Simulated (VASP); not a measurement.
Runs of VASP 6.6.1 on Rh. The structure is that of space group P6_3/mmc (No. 194), or close to it. The cells are those of the table. This isn't the form of Rh at room conditions, which is fcc.

```csv
task,cell,k mesh,gap on the mesh (eV),pressure (GPa)
single point,"a = 2.668, b = 2.668, c = 4.331 Å, angles 90.0, 90.0, 120.0°, 2 atoms",10 × 10 × 5,none,(a)
single point,"a = 2.681, b = 2.681, c = 4.353 Å, angles 90.0, 90.0, 120.0°, 2 atoms",10 × 10 × 5,none,0.0
relaxation of cell and atoms,"relaxed from a = 2.731, b = 2.731, c = 4.428 Å, angles 90.0, 90.0, 120.0°, 2 atoms",9 × 9 × 5,none,-0.1
single point,"a = 2.695, b = 2.695, c = 4.375 Å, angles 90.0, 90.0, 120.0°, 2 atoms",9 × 9 × 5,none,-4.2
single point,"a = 2.681, b = 2.681, c = 4.353 Å, angles 90.0, 90.0, 120.0°, 2 atoms",9 × 9 × 5,none,0.0
```

Alike in all rows: level PBEsol; potentials or basis VASP PAW PBE potentials, release 64 (Rh_pv); no spin polarisation; cutoff (eV) 500; smearing gaussian 0.05 eV.

Problem. Fill in the values left out.

Solution. (a) 4.6.

Caveats: the PAW data sets were made with another functional, which shifts forces and pressure a little; the cell stands under pressure (at least some runs); the cell stands under tension (at least some runs).

A k mesh can miss the band edges, and the runs leave out spin-orbit coupling on Rh.

A gap of «none» marks levels without a gap at the run's occupations.
